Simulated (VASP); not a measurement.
Write the native input for VASP 6.6.1 that does the following.

```
Task                   : single point
Functional             : pbe exchange, lyp correlation
Potentials or basis    : VASP PAW PBE potentials, release 64 (Pb_d)
Cutoff                 : 500 eV
k mesh                 : 9 × 9 × 9
Occupations            : fermi-dirac, width 0.025 eV
Spin                   : collinear spin, zero start
Starting moments       : [0.0] μB
Fixed moment           : 0 μB
Dipole correction      : no
Further INCAR settings : ALGO = Normal; EDIFF = 1e-06; NBANDS = 17
```

The structure of Pb lies in POSCAR:

```
Pb
1.0
    0.0041700000      2.4297830000      2.5223430000
    2.5024310000     -0.0232720000      2.5497850000
    2.4512780000      2.4060710000      0.0278810000
Pb
1
Direct
    0.0000000000      0.0000000000      0.0000000000
```

This cell differs from its parent crystal: the cell strained at random.

The input as run:

INCAR

```
SYSTEM = Pb
  PREC = Accurate
  ENCUT = 500
  EDIFF = 1E-6
  ISMEAR = -1
  SIGMA = 0.025
  LREAL = .False.
  LASPH = .True.
  NELM = 200
  ALGO = Normal
  ISIF = 2
  LWAVE = .False.
  LCHARG = .False.
  ISPIN = 2
  MAGMOM = 0
  LORBIT = 11
  NUPDOWN = 0.0
  GGA = LIBXC
  LIBXC1 = GGA_X_PBE
  LIBXC2 = GGA_C_LYP
  NBANDS = 17
  GGA_COMPAT = .False.
```

KPOINTS

```
regular mesh
0
Gamma
  9 9 9
  0 0 0
```

Potentials or basis: VASP PAW PBE potentials, release 64 (Pb_d).

Command:

```bash
$ cat potpaw_PBE.64/Pb_d/POTCAR > POTCAR
$ mpirun -np 1 vasp_std > vasp.out
```

It gave:

```yaml
Pressure: 6.0 GPa
Net_moment: 0.00 μB per cell
Valence_electrons_inside_the_program's_atomic_spheres: Pb 11.98
```

Caveat: the cell differs from its parent crystal (the cell strained at random); the cell stands under pressure; the PAW data sets were made with another functional, which shifts forces and pressure a little; the total moment is fixed, so each spin has its own Fermi level.

It took 110 s on 1 thread of Intel(R) Xeon(R) 6975P-C (Granite Rapids) (shared host), peak memory 0.36 GiB.
